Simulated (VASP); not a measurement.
Runs of VASP 6.6.1 on ZnSe (Stilleite). The structure is that of space group F-43m (No. 216), or close to it. The cells are those of the table. 

| task | level | potentials or basis | cell | cutoff (eV) | gap on the mesh (eV) | pressure (GPa) | relaxed volume (Å³/atom) |
| --- | --- | --- | --- | --- | --- | --- | --- |
| relaxation of cell and atoms | PBEsol | VASP PAW PBE potentials, release 64 (Zn, Se) | relaxed from a = 4.008 Å, angles 60.0°, 2 atoms | 600 | 1.22 | 0.0 | 22.45 |
| single point | LDA | VASP PAW LDA potentials, release 64 (Zn, Se) | a = 3.937 Å, angles 60.0°, 2 atoms | 520 | 1.29 | 0.4 | - |
| single point | PBE+D4 | VASP PAW PBE potentials, release 64 (Zn, Se) | a = 4.002 Å, angles 60.0°, 2 atoms | 520 | (b) | (a) | - |
| relaxation of cell and atoms | PBE+D4 | VASP PAW PBE potentials, release 64 (Zn, Se) | relaxed from a = 4.008 Å, angles 60.0°, 2 atoms | 600 | 1.29 | 0.0 | - |
| single point | PBEsol | VASP PAW PBE potentials, release 64 (Zn, Se) | a = 3.984 Å, angles 60.0°, 2 atoms | 520 | (c) | 0.3 | - |
| relaxation of cell and atoms | LDA | VASP PAW LDA potentials, release 64 (Zn, Se) | relaxed from a = 4.008 Å, angles 60.0°, 2 atoms | 600 | 1.27 | 0.0 | 21.69 |

Alike in all rows: no spin polarisation; k mesh 6 × 6 × 6; smearing gaussian 0.01 eV.

Question: Estimate the missing entries.

Answer: (a) 0.2; (b) 1.31; (c) 1.24.

Caveats: the PAW data sets were made with another functional, which shifts forces and pressure a little (some runs); the relaxation stopped at its first step, so nothing moved (some runs).

A k mesh can miss the band edges, and the runs leave out spin-orbit coupling on Se.
